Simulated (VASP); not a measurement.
# Te2Mo in VASP: a series of runs

Te2Mo is run at these levels: PBE+D3(BJ); tasks: single point.

Everything below comes from runs of VASP 6.6.1. Logs are shortened: lines on timing, memory, paths and dates and some standing lists are left out, and cuts for length are marked.

## (1) The cell of the first run

The cell holds a slab with vacuum, 3 atoms: a = 3.317 Å, b = 3.317 Å, c = 33.270 Å, α = 90.00°, β = 90.00°, γ = 120.00°.

## (2) Single point, PBE+D3(BJ)

INCAR reads:

```
  PREC = Accurate
  ENCUT = 520
  EDIFF = 1E-6
  ISMEAR = 0
  SIGMA = 0.02
  LREAL = F
  LASPH = T
  NELM = 60
  ALGO = Normal
  ISIF = 2
  LWAVE = F
  LCHARG = F
  LDIPOL = T
  IDIPOL = 3
  DIPOL = 0.5 0.5 0.500
  GGA = PE
  IVDW = 12
  NBANDS = 20
```

KPOINTS reads:

```
Automatic mesh
0
Gamma
  9 9 1
```

POSCAR reads:

```
Te2Mo
1.0
    3.3170000000      0.0000000000      0.0000000000
   -1.6585000000      2.8726062644      0.0000000000
    0.0000000000      0.0000000000     33.2698832047
Te Mo
2 1
Direct
    0.3333333333      0.6666666667      0.4453860421
    0.3333333333      0.6666666667      0.5546139579
    0.6666666667      0.3333333333      0.5000000000
```

Potentials or basis: VASP PAW PBE potentials, release 64 (Te, Mo_sv).

The run is started by

```console
> cat potpaw_PBE.64/Te/POTCAR potpaw_PBE.64/Mo_sv/POTCAR > POTCAR
> mpirun -np 1 vasp_std > vasp.out
```

OUTCAR:

```text
PREC = Accurate
   ENCUT = 520
   EDIFF = 1E-6
   ISMEAR = 0
   LREAL = F
   LASPH = T
   NELM = 60
   ISIF = 2
   GGA = PE
   IVDW = 12
 IVDW          = 12

 ion  position               nearest neighbor table
   1  0.333  0.667  0.445-   3 2.64   3 2.64   3 2.64   2 3.63
   2  0.333  0.667  0.555-   3 2.64   3 2.64   3 2.64   1 3.63
   3  0.667  0.333  0.500-   1 2.64   2 2.64   1 2.64   2 2.64   1 2.64   2 2.64

  LATTYP: Found a hexagonal cell.
 ALAT       =     3.3170000000
 C/A-ratio  =    10.0301125127

  Lattice vectors:

 A1 = (   3.3170000000,   0.0000000000,   0.0000000000)
 A2 = (  -1.6585000000,   2.8726062644,   0.0000000000)
 A3 = (   0.0000000000,   0.0000000000,  33.2698832047)

Analysis of symmetry for initial positions (statically):
=====================================================================
 Subroutine PRICEL returns:
 Original cell was already a primitive cell.

 Routine SETGRP: Setting up the symmetry group for a
 hexagonal supercell.

 Subroutine GETGRP returns: Found 12 space group operations
 (whereof 12 operations were pure point group operations)
 out of a pool of 24 trial point group operations.

The static configuration has the point symmetry D_3h.

Analysis of symmetry for dynamics (positions and initial velocities):
=====================================================================
 Subroutine PRICEL returns:
 Original cell was already a primitive cell.

 Routine SETGRP: Setting up the symmetry group for a
 hexagonal supercell.

 Subroutine GETGRP returns: Found 12 space group operations
 (whereof 12 operations were pure point group operations)
 out of a pool of 24 trial point group operations.

The dynamic configuration has the point symmetry D_3h.

 Subroutine INISYM returns: Found 12 space group operations
 (whereof 12 operations are pure point group operations),
 and found     1 'primitive' translations

----------------------------------------------------------------------------------------

                                     Primitive cell

  volume of cell :     317.0099

  direct lattice vectors                    reciprocal lattice vectors
     3.317000000  0.000000000  0.000000000     0.301477238  0.174057965  0.000000000
    -1.658500000  2.872606264  0.000000000     0.000000000  0.348115930  0.000000000
     0.000000000  0.000000000 33.269883205     0.000000000  0.000000000  0.030057214

  length of vectors
     3.317000000  3.317000000 33.269883205     0.348115930  0.348115930  0.030057214

[... 75 lines left out ...]
   ISIF   =      2    stress and relaxation
   ISYM   =      2    0-nonsym 1-usesym 2-fastsym
   POTIM  = 0.5000    time-step for ionic-motion
   TEBEG  =    0.0;   TEEND  =   0.0 temperature during run
   PSTRESS=    0.0 pullay stress
   NELECT =      26.0000    total number of electrons
   NUPDOWN=      -1.0000    fix difference up-down
   EMIN   =  10.00;   EMAX   =-10.00  energy-range for DOS
   EFERMI =   0.00;   METHOD = LEGACY
   ISMEAR =     0;   SIGMA  =   0.02  broadening in eV -4-tet -1-fermi 0-gaus
   EFERMI_NEDOS =   21; number of points for ismear=-14 and -15
   IALGO  =     38    algorithm
   IMIX   =      4    mixing-type and parameters
     AMIX     =   0.40;   BMIX     =  1.00
     AMIX_MAG =   1.60;   BMIX_MAG =  1.00
  volume/ion in A,a.u.               =     105.67       713.10
  Fermi-wavevector in a.u.,A,eV,Ry     =   0.711282  1.344128  6.883483  0.505922
  Thomas-Fermi vector in A             =   1.798352
   LORBIT       =      0    0 simple, 1 ext, 2 COOP (PROOUT), +10 PAW based schemes
   GGA     = PE    functional components
   LHFCALC =     F    Hartree Fock is set to
   AEXX    =    0.0000 exact exchange contribution
   IVDW    =    12    specifies the selected vdW correction
   LEPSILON=     F    determine dielectric tensor
   LRPA    =     F    only Hartree local field effects (RPA)
 non-spin polarized calculation
 Gauss-broadening in eV      SIGMA  =   0.02
  energy-cutoff  :      520.00
  volume of cell :      317.01
 maximum number of plane-waves:      8570
 NGX is ok and might be reduce to    28
   NGX = 13   NGY = 13   NGZ =123

 dipolmoment           0.000000      0.000000      0.000000 electrons x Angstroem

 number of electron      26.0000001 magnetization

 dipolmoment           0.000000      0.000000     -0.000000 electrons x Angstroem

 Free energy of the ion-electron system (eV)
  ---------------------------------------------------
  ext. energy  EPLUGINS =         0.00000000
  ---------------------------------------------------
  free energy    TOTEN  =       -17.55093337 eV

  energy without entropy =      -17.55093337  energy(sigma->0) =      -17.55093337

 E-fermi :  -1.4652     XC(G=0):  -2.6898

 val. band max:       -1.5749495937   @ k =   0.4444  -0.0000   0.0000
 cond. band min:      -0.4527584002   @ k =   0.2222   0.2222   0.0000
 fundamental gap:      1.1221911935
 Fermi energy:        -1.4652221998

 k-point     1 :       0.0000    0.0000    0.0000
  band No.  band energies     occupation
      1     -62.1827      2.00000
      2     -36.5007      2.00000
      3     -36.1815      2.00000
      4     -36.1815      2.00000
      5     -15.2083      2.00000
      6     -14.2196      2.00000
[... 265 lines left out ...]
     19       3.8348      0.00000
     20       5.6302      0.00000

------------------------ aborting loop because EDIFF is reached ----------------------------------------

 vacuum level on the upper side and lower side of the slab       (xc-potential included)        -0.153        -0.153

 Edisp (eV)   -1.34287

 E8    (eV) :    -0.6526

  FORCE on cell =-STRESS in cart. coord.  units (eV):
  Direction    XX          YY          ZZ          XY          YZ          ZX
  --------------------------------------------------------------------------------------
  -------------------------------------------------------------------------------------
  Total       6.02872     6.02872     4.28458     0.00000     0.00000     0.00000
  in kB      30.46933    30.46933    21.65438     0.00000     0.00000     0.00000
  external pressure =       27.53 kB  Pullay stress =        0.00 kB

 VOLUME and BASIS-vectors are now :
 -----------------------------------------------------------------------------
  energy-cutoff  :      520.00
  volume of cell :      317.01
      direct lattice vectors                 reciprocal lattice vectors
     3.317000000  0.000000000  0.000000000     0.301477238  0.174057965  0.000000000
    -1.658500000  2.872606264  0.000000000     0.000000000  0.348115930  0.000000000
     0.000000000  0.000000000 33.269883205     0.000000000  0.000000000  0.030057214

 POSITION                                       TOTAL-FORCE (eV/Angst)
 -----------------------------------------------------------------------------------
     -0.00000      1.91507     14.81794        -0.000000     -0.000000     -1.182500
     -0.00000      1.91507     18.45194        -0.000000     -0.000000      1.182500
      1.65850      0.95754     16.63494         0.000000      0.000000      0.000000
 -----------------------------------------------------------------------------------
    total drift:                               -0.000000      0.000000     -0.000000

  FREE ENERGIE OF THE ION-ELECTRON SYSTEM (eV)
  ---------------------------------------------------
  free  energy   TOTEN  =       -18.8938042342 eV

  energy  without entropy=      -18.8938042342  energy(sigma->0) =      -18.89380423

 vacuum level on the upper side and lower side of the slab         2.898         2.898
```

OSZICAR:

```text
N       E                     dE             d eps       ncg     rms          rms(c)
DAV:   1     0.140867807077E+03    0.14087E+03   -0.12042E+04   672   0.939E+02
DAV:   2    -0.752083817351E+01   -0.14839E+03   -0.14469E+03   692   0.191E+02
DAV:   3    -0.179886186881E+02   -0.10468E+02   -0.10389E+02   684   0.460E+01
[... 15 lines left out ...]
DAV:  19    -0.175509167824E+02   -0.20878E-04   -0.43446E-07   468   0.281E-03    0.587E-03
DAV:  20    -0.175509261755E+02   -0.93930E-05   -0.34140E-07   464   0.304E-03    0.332E-03
DAV:  21    -0.175509302810E+02   -0.41055E-05   -0.41628E-08   428   0.881E-04    0.124E-03
DAV:  22    -0.175509327364E+02   -0.24554E-05   -0.36352E-08   428   0.598E-04    0.958E-04
DAV:  23    -0.175509333695E+02   -0.63306E-06   -0.92009E-09   368   0.521E-04
   1 F= -.18893804E+02 E0= -.18893804E+02  d E =-.707535E-16
```

stdout:

```text
POSCAR found type information on POSCAR TeMo
 POSCAR found :  2 types and       3 ions
 scaLAPACK will be used
 LDA part: xc-table for (Slater+PW92), standard interpolation
 POSCAR, INCAR and KPOINTS ok, starting setup
 FFT: planning ... GRIDC
 FFT: planning ... GRID_SOFT
 FFT: planning ... GRID
 WAVECAR not read
 entering main loop
```

Run time: 81 s. Hardware: 1 thread of Intel Xeon 6975P-C (Granite Rapids), shared host; peak memory 0.46 GiB.

Results:

| Quantity | Value |
| --- | --- |
| Free energy | -18.8938 eV |
| Largest force | 1.183 eV/Å |
| Band gap on the k mesh | 1.12 eV, indirect (least direct gap 1.61 eV) |
| Dispersion energy per atom | -0.448 eV |

Forces on the atoms (eV/Å):
```
Te   0.000  0.000 -1.183
Te   0.000  0.000  1.183
Mo   0.000  0.000  0.000
```

Levels at points of the mesh, in eV from the valence-band top:
```csv
k point,band 11,band 12,band 13,band 14,band 15,band 16
"(0.00, 0.00, 0.00)",-1.21,-0.80,-0.80,3.82,3.82,3.91
```

Caveat: spin-orbit coupling is left out, which moves the levels of the heavy elements.

## (3) Single point, PBE+D3(BJ)

INCAR reads:

```
SYSTEM = Te2Mo
PREC     = Accurate       ! precision mode
ENCUT    = 520            ! plane-wave cutoff, eV
EDIFF    = 1E-6           ! SCF threshold, eV
ISMEAR   = 0              ! smearing method
SIGMA    = 0.02           ! smearing width, eV
LREAL    = .FALSE.        ! projectors in reciprocal space
LASPH    = .TRUE.         ! aspherical terms in the spheres
NELM     = 60             ! most SCF steps
ALGO     = Normal         ! electronic algorithm
ISIF     = 2              ! what is computed and relaxed
LWAVE    = .FALSE.        ! write WAVECAR
LCHARG   = .FALSE.        ! write CHGCAR
LDIPOL   = .TRUE.       
IDIPOL   = 3            
DIPOL    = 0.5 0.5 0.500
GGA      = PE             ! functional
IVDW     = 12             ! dispersion correction
NBANDS   = 20             ! bands
```

KPOINTS reads:

```
regular mesh
0
G
  9 9 1
  0 0 0
```

POSCAR reads:

```
Te2Mo
1.0
    3.3170000000      0.0000000000      0.0000000000
   -1.6585000000      2.8726062644      0.0000000000
    0.0000000000      0.0000000000     33.2698832047
Te Mo
2 1
Direct
    0.3333333333      0.6666666667      0.4415988332
    0.3333333333      0.6666666667      0.5584011668
    0.6666666667      0.3333333333      0.5000000000
```

Potentials or basis: VASP PAW PBE potentials, release 64 (Te, Mo_sv).

The run is started by

```console
> cat potpaw_PBE.64/Te/POTCAR potpaw_PBE.64/Mo_sv/POTCAR > POTCAR
> mpirun -np 1 vasp_std > vasp.out
```

Wall time 1.7 min (1 thread of Intel Xeon 6975P-C (Granite Rapids), shared host); peak memory 0.47 GiB.

It converged, with:

* Free energy: -18.9488 eV
* Largest force: 0.638 eV/Å
* Band gap on the k mesh: 0.62 eV, indirect (least direct gap 1.12 eV)
* Dispersion energy per atom: -0.434 eV

Forces in eV/Å, atoms in the order of the input:
```
Te   0.000  0.000  0.638
Te   0.000  0.000 -0.638
Mo   0.000  0.000  0.000
```

Levels at points of the mesh, in eV from the valence-band top:
```tsv
k point	band 9	band 10	band 11	band 12	band 13	band 14	band 15	band 16	band 17	band 18
(0.00, 0.00, 0.00)	-1.64	-1.45	-1.45	-0.65	-0.65	3.45	3.52	3.52	3.70	3.70
```

Caveat: spin-orbit coupling is left out, which moves the levels of the heavy elements.

## (4) Single point, PBE+D3(BJ)

This run uses another cell than the first one, of 111.68 Å³/atom, 1.057 times its volume.

INCAR reads:

```
PREC = Accurate ; ENCUT = 520
EDIFF = 1E-6 ; ISMEAR = 0
SIGMA = 0.02 ; LREAL = F
LASPH = T ; NELM = 80
ALGO = Normal ; ISIF = 2
LWAVE = F ; LCHARG = F
LDIPOL = T ; IDIPOL = 3
DIPOL = 0.5 0.5 0.500 ; GGA = PE
IVDW = 12 ; NBANDS = 20
```

KPOINTS reads:

```
Automatic mesh
0
Gamma
  9 9 1
```

POSCAR reads:

```
Te2Mo
1.0
    3.4100000000      0.0000000000      0.0000000000
   -1.7050000000      2.9531466269      0.0000000000
    0.0000000000      0.0000000000     33.2698832047
Te Mo
2 1
Direct
    0.3333333333      0.6666666667      0.4510668556
    0.3333333333      0.6666666667      0.5489331444
    0.6666666667      0.3333333333      0.5000000000
```

The run is started by

```console
> cat potpaw_PBE.64/Te/POTCAR potpaw_PBE.64/Mo_sv/POTCAR > POTCAR
> mpirun -np 1 vasp_std > vasp.out
```

Wall time 1.7 min (1 thread of Intel Xeon 6975P-C (Granite Rapids), shared host); peak memory 0.48 GiB.

It converged, with:

- Free energy: -18.2801 eV
- Largest force: 4.277 eV/Å
- Band gap on the k mesh: 1.11 eV, direct
- Dispersion energy per atom: -0.442 eV

Forces on the atoms (eV/Å):
```
Te   0.000  0.000 -4.277
Te   0.000  0.000  4.277
Mo   0.000  0.000  0.000
```

Levels at points of the mesh, in eV from the valence-band top:
| k point | band 11 | band 12 | band 13 | band 14 | band 15 | band 16 |
| --- | --- | --- | --- | --- | --- | --- |
| (0.00, 0.00, 0.00) | -1.09 | -1.09 | -0.12 | 3.94 | 3.94 | 4.57 |

Caveat: spin-orbit coupling is left out, which moves the levels of the heavy elements.

## (5) Single point, PBE+D3(BJ)

This run uses another cell than the first one, of 111.68 Å³/atom, 1.057 times its volume.

INCAR reads:

```
PREC = Accurate
ENCUT = 520
EDIFF = 1E-7
ISMEAR = 0
SIGMA = 0.02
LREAL = F
LASPH = T
NELM = 60
ALGO = Normal
ISIF = 2
LWAVE = F
LCHARG = F
LDIPOL = T
IDIPOL = 3
DIPOL = 0.5 0.5 0.500
GGA = PE
IVDW = 12
NBANDS = 20
```

KPOINTS is that of step 4.

POSCAR reads:

```
Te2Mo
1.0
    3.4100000000      0.0000000000      0.0000000000
   -1.7050000000      2.9531466269      0.0000000000
    0.0000000000      0.0000000000     33.2698832047
Te Mo
2 1
Direct
    0.3333333333      0.6666666667      0.4472796466
    0.3333333333      0.6666666667      0.5527203534
    0.6666666667      0.3333333333      0.5000000000
```

The run is started by

```console
> cat potpaw_PBE.64/Te/POTCAR potpaw_PBE.64/Mo_sv/POTCAR > POTCAR
> mpirun -np 1 vasp_std > vasp.out
```

It took 1.9 min on 1 thread of Intel Xeon 6975P-C (Granite Rapids), shared host; peak memory 0.48 GiB.

The run converged. Its results:

* Free energy: -19.0024 eV
* Largest force: 1.599 eV/Å
* Band gap on the k mesh: 1.33 eV, direct
* Dispersion energy per atom: -0.429 eV

Forces on the atoms (eV/Å):
```
Te   0.000  0.000 -1.599
Te   0.000  0.000  1.599
Mo   0.000  0.000  0.000
```

Levels at points of the mesh, in eV from the valence-band top:
```
           k point  band 10  band 11  band 12  band 13  band 14  band 15  band 16  band 17
(0.00, 0.00, 0.00)    -1.78    -0.86    -0.86    -0.61     3.67     3.67     4.08     4.08
```

Caveat: spin-orbit coupling is left out, which moves the levels of the heavy elements.

## (6) Single point, PBE+D3(BJ)

This run uses another cell than the first one, of 111.68 Å³/atom, 1.057 times its volume.

INCAR reads:

```
SYSTEM = Te2Mo
ALGO = Normal
DIPOL = 0.5 0.5 0.500
EDIFF = 1E-6
ENCUT = 520
GGA = PE
IDIPOL = 3
ISIF = 2
ISMEAR = 0
IVDW = 12
LASPH = .True.
LCHARG = .False.
LDIPOL = .True.
LREAL = .False.
LWAVE = .False.
NBANDS = 20
NELM = 80
PREC = Accurate
SIGMA = 0.02
```

KPOINTS reads:

```
k-points
0
Gamma
  9 9 1
  0 0 0
```

POSCAR reads:

```
Te2Mo
1.0
    3.4100000000      0.0000000000      0.0000000000
   -1.7050000000      2.9531466269      0.0000000000
    0.0000000000      0.0000000000     33.2698832047
Te Mo
2 1
Direct
    0.3333333333      0.6666666667      0.4434924376
    0.3333333333      0.6666666667      0.5565075624
    0.6666666667      0.3333333333      0.5000000000
```

Potentials or basis: VASP PAW PBE potentials, release 64 (Te, Mo_sv).

The run is started by

```console
> cat potpaw_PBE.64/Te/POTCAR potpaw_PBE.64/Mo_sv/POTCAR > POTCAR
> mpirun -np 1 vasp_std > vasp.out
```

Run time: 1.7 min. Hardware: 1 thread of Intel Xeon 6975P-C (Granite Rapids), shared host; peak memory 0.48 GiB.

Results (log left out):

| Quantity | Value |
| --- | --- |
| Free energy | -19.1477 eV |
| Largest force | 0.335 eV/Å |
| Band gap on the k mesh | 1.10 eV, indirect (least direct gap 1.45 eV) |
| Dispersion energy per atom | -0.417 eV |

Forces in eV/Å, atoms in the order of the input:
```
Te   0.000  0.000  0.335
Te   0.000  0.000 -0.335
Mo   0.000  0.000  0.000
```

Levels at points of the mesh, in eV from the valence-band top:
```
           k point  band 10  band 11  band 12  band 13  band 14  band 15  band 16  band 17
(0.00, 0.00, 0.00)    -1.39    -0.97    -0.62    -0.62     3.46     3.46     3.68     3.68
```

Caveat: spin-orbit coupling is left out, which moves the levels of the heavy elements.
